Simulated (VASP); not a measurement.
Wanted: the native input for a VASP 6.6.1 run.

```
Task                   : single point
Functional             : PBEsol
Potentials or basis    : VASP PAW PBE potentials, release 64 (Sn_d, Se)
Cutoff                 : 520 eV
k mesh                 : 20 × 20 × 20
Occupations            : gaussian, width 0.1 eV
Spin                   : no spin polarisation
Dipole correction      : no
Further INCAR settings : ALGO = Normal; EDIFF = 1e-06; NBANDS = 17
```

The structure of SnSe (CsCl type) lies in POSCAR:

```
SnSe
1.0
    3.5168869895      0.0000000000      0.0000000000
    0.0000000000      3.5168869895      0.0000000000
    0.0000000000      0.0000000000      3.5168869895
Sn Se
1 1
Direct
    0.0000000000      0.0000000000      0.0000000000
    0.5000000000      0.5000000000      0.5000000000
```

This cell differs from its parent crystal: volume scaled by 1.35.

One way to write it, as run:

INCAR

```
SYSTEM = SnSe
PREC = Accurate ; ENCUT = 520
EDIFF = 1E-6 ; ISMEAR = 0
SIGMA = 0.1 ; LREAL = .FALSE.
LASPH = .TRUE. ; NELM = 100
ALGO = Normal ; ISIF = 2
LWAVE = .FALSE. ; LCHARG = .FALSE.
GGA = PS ; NBANDS = 17
```

KPOINTS

```
regular mesh
0
G
  20 20 20
  0 0 0
```

Potentials or basis: VASP PAW PBE potentials, release 64 (Sn_d, Se).

Run with:

```bash
$ cat potpaw_PBE.64/Sn_d/POTCAR potpaw_PBE.64/Se/POTCAR > POTCAR
$ mpirun -np 1 vasp_std > vasp.out
```

Results of the run:

| Quantity | Value |
| --- | --- |
| Pressure | 4.7 GPa |
| Band gap on the k mesh | zero (band 10 reaches 8.34 eV, above the bottom of band 11 at 6.15 eV) |

Caveat: the PAW data sets were made with another functional, which shifts forces and pressure a little; spin-orbit coupling is left out, which moves the levels of the heavy elements.

It took 2.3 min on 1 thread of Intel(R) Xeon(R) Platinum 8259CL CPU @ 2.50GHz (Skylake/Cascade Lake), with other jobs on the host, peak memory 0.33 GiB.
